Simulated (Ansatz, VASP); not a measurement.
**One calculation of MgO, two programs**

File INCAR:

```
SYSTEM = MgO
PREC = Accurate
ENCUT = 520
EDIFF = 1E-6
ISMEAR = 0
SIGMA = 0.05
LREAL = .False.
LASPH = .True.
NELM = 100
ALGO = Normal
ISIF = 2
LWAVE = .False.
LCHARG = .False.
GGA = PE
NBANDS = 11
```

The input KPOINTS:

```
Automatic mesh
0
Gamma
  10 10 10
  0 0 0
```

Contents of POSCAR:

```
MgO
1.0
    0.0000000000      2.1272186771      2.1272186771
    2.1272186771      0.0000000000      2.1272186771
    2.1272186771      2.1272186771      0.0000000000
Mg O
1 1
Direct
   -0.0266123684      0.0266123684      0.0399185526
    0.5404283776      0.4595716224      0.4393574335
```

Input for Ansatz:

```yaml
crystal:
  lattice:
    - [0.0, 2.1272186771, 2.1272186771]
    - [2.1272186771, 0.0, 2.1272186771]
    - [2.1272186771, 2.1272186771, 0.0]
  atoms:
    - { symbol: Mg, position: [-0.0266123684, 0.0266123684, 0.0399185526] }
    - { symbol: O, position: [0.5404283776, 0.4595716224, 0.4393574335] }
basis:
  ecutwfc: 520.0
kpoints:
  mp_grid: { grid: [10, 10, 10] }
hamiltonian:
  xc: pbe
  pseudopotentials: { kind: paw, azcp: { folder: soft_1 } }
scf:
  occupations: { method: gaussian, width: 0.05 }
output:
  forces: true
  stress: true
  eigenvalues: true
```

Change from the starting cell: mode 4 frozen in at -0.215 Å and mode 5 at -0.043 Å (largest displacements).

Alike in both runs: task single point; functional PBE; k mesh 10 × 10 × 10; occupations gaussian, width 0.05 eV; no spin polarisation.

```csv
,VASP,Ansatz
version,VASP 6.6.1,Ansatz 0.2.0
potentials or method,"VASP PAW PBE potentials, release 64 (Mg, O), cutoff 520 eV","scalar-relativistic, plane waves, PAW"
valence electrons in the cell,8,16
```

|  | VASP | Ansatz | Ansatz less VASP |
| --- | --- | --- | --- |
| gap on the k mesh at the Fermi level (eV) | 4.42 | 4.43 | +0.017 |
| least direct gap on the mesh (eV) | 4.42 | 4.43 | +0.017 |
| pressure (GPa) | 13.1 | 13.5 | +0.47 |
| traceless stress, the component that is largest in VASP (GPa) | 30.91 | 30.30 | -0.617 |
| rms of the force components (eV/Å) | 2.019 | 1.981 | -0.0371 |

Atom by atom the forces differ by 0.037 eV/Å (rms over components). With one functional, cell and mesh, what is left measures potentials, basis and numerics. VASP's potentials hold 8 valence electrons a cell and Ansatz's 16, so a difference there can come from the potentials and not from the codes.
